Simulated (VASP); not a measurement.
Wanted: the native input for a VASP 6.6.1 run.

| Item | Value |
| --- | --- |
| Task | single point |
| Functional | LDA |
| Potentials or basis | VASP PAW LDA potentials, release 64 (Ti_sv, Te) |
| Cutoff | 520 eV |
| k mesh | 12 × 12 × 12 |
| Occupations | fermi-dirac, width 0.05 eV |
| Spin | no spin polarisation |
| Dipole correction | no |
| Further INCAR settings | ALGO = Normal; EDIFF = 1e-06; NBANDS = 16 |

The structure of TiTe (rocksalt type) lies in POSCAR:

```
TiTe
1.0
    0.0000000000      2.4234817765      2.4234817765
    2.4234817765      0.0000000000      2.4234817765
    2.4234817765      2.4234817765      0.0000000000
Ti Te
1 1
Direct
    0.0000000000      0.0000000000      0.0000000000
    0.5000000000      0.5000000000      0.5000000000
```

This cell differs from its parent crystal: volume scaled by 0.68.

These files were run (other wordings do the same):

INCAR

```
SYSTEM = TiTe
PREC = Accurate
ENCUT = 520
EDIFF = 1E-6
ISMEAR = -1
SIGMA = 0.05
LREAL = .False.
LASPH = .True.
NELM = 100
ALGO = Normal
ISIF = 2
LWAVE = .False.
LCHARG = .True.
GGA = CA
LELF = .True.
LVHAR = .True.
NBANDS = 16
```

KPOINTS

```
regular mesh
0
Gamma
  12 12 12
  0 0 0
```

Potentials or basis: VASP PAW LDA potentials, release 64 (Ti_sv, Te).

The run is started by

```bash
$ cat potpaw_LDA.64/Ti_sv/POTCAR potpaw_LDA.64/Te/POTCAR > POTCAR
$ mpirun -np 1 vasp_std > vasp.out
```

It gave:

| Item | Value |
| --- | --- |
| Pressure | 83.8 GPa |
| Band gap on the k mesh | zero (band 9 reaches 16.47 eV, above the bottom of band 10 at 14.72 eV) |

Caveat: spin-orbit coupling is left out, which moves the levels of the heavy elements.

Wall time 33 s on 1 thread of Intel(R) Xeon(R) Platinum 8488C (Sapphire Rapids), on a shared host, peak memory 0.16 GiB.
